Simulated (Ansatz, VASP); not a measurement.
One calculation of MoH6, two programs

```
CELL_PARAMETERS angstrom
0.00000 2.84364 6.08135
1.63706 0.00000 6.08135
1.63706 2.84364 0.00000
ATOMIC_POSITIONS crystal
H 0.58314 0.91686 0.58314
H 0.91686 0.58314 0.91686
H 0.25346 0.95518 0.35055
H 0.35055 0.44082 0.25346
H 0.95518 0.25346 0.44082
H 0.44082 0.35055 0.95518
Mo 0.25000 0.25000 0.25000
```

Alike in both runs: task relaxation of cell and atoms; functional PBE; k mesh 12 × 12 × 12; occupations gaussian, width 0.1 eV; no spin polarisation.

|  | VASP | Ansatz |
| --- | --- | --- |
| version | VASP 6.6.1 | Ansatz 0.2.0 |
| potentials or method | VASP PAW PBE potentials, release 64 (H, Mo_sv), cutoff 600 eV | scalar-relativistic, plane waves, PAW |
| valence electrons in the cell | 20 | 20 |

```tsv
	VASP	Ansatz	Ansatz less VASP
gap on the k mesh at the Fermi level, each at its own relaxed structure (eV)	none	none	-
relaxed volume (Å³/atom)	8.09	8.52	+0.430
relaxed length of the cell vector where the two differ most in proportion (Å)	6.321	6.634	+0.3134
```

A gap of «none» marks a metal or a gap that the smearing closes. One of these differences is far larger than is usual between the two programs; its cause wasn't traced.
